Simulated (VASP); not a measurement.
**In: single point with PBE**

In:

```
In
1.0
     3.09002    0.00000    0.00000
     0.00000    3.09002    0.00000
     0.00000    0.00000    3.08993
In
1
Cartesian
  0.0000 0.0000 0.0000
```

- Program: VASP 6.6.1
- Task: single point
- Functional: PBE
- Potentials or basis: VASP PAW PBE potentials, release 64 (In_d)
- Cutoff: 520 eV
- k mesh: 18 × 18 × 18
- Occupations: gaussian, width 0.1 eV
- Spin: no spin polarisation
- Dipole correction: no
- Further INCAR settings: ALGO = Fast; EDIFF = 1e-07; NBANDS = 12

```yaml
Pressure: 0.0 GPa
```

Levels at points of the mesh, in eV from the Fermi level:
```tsv
k point	band 3	band 4	band 5	band 6	band 7	band 8	band 9	band 10	band 11	band 12
(0.00, 0.00, 0.00)	-14.29	-14.29	-14.29	-8.84	7.07	7.07	7.07	10.22	10.22	11.26
(0.50, 0.00, 0.00)	-14.46	-14.46	-14.27	-5.38	-3.26	9.99	9.99	12.54	12.55	13.47
(0.50, 0.50, 0.00)	-14.44	-14.44	-14.10	-1.78	-0.59	-0.59	3.84	13.33	15.05	15.05
(0.00, 0.00, 0.50)	-14.46	-14.46	-14.27	-5.38	-3.26	9.99	9.99	12.53	12.55	13.47
(0.50, 0.00, 0.50)	-14.44	-14.44	-14.10	-1.78	-0.59	-0.59	3.84	13.33	15.05	15.05
(0.50, 0.50, 0.50)	-14.69	-14.09	-14.09	2.02	2.02	2.02	2.43	7.05	7.05	7.05
```

Wall time 47 s on 1 thread of Intel(R) Xeon(R) 6975P-C (Granite Rapids), on a shared host, peak memory 0.29 GiB.

Caveat: spin-orbit coupling is left out, which moves the levels of the heavy elements.
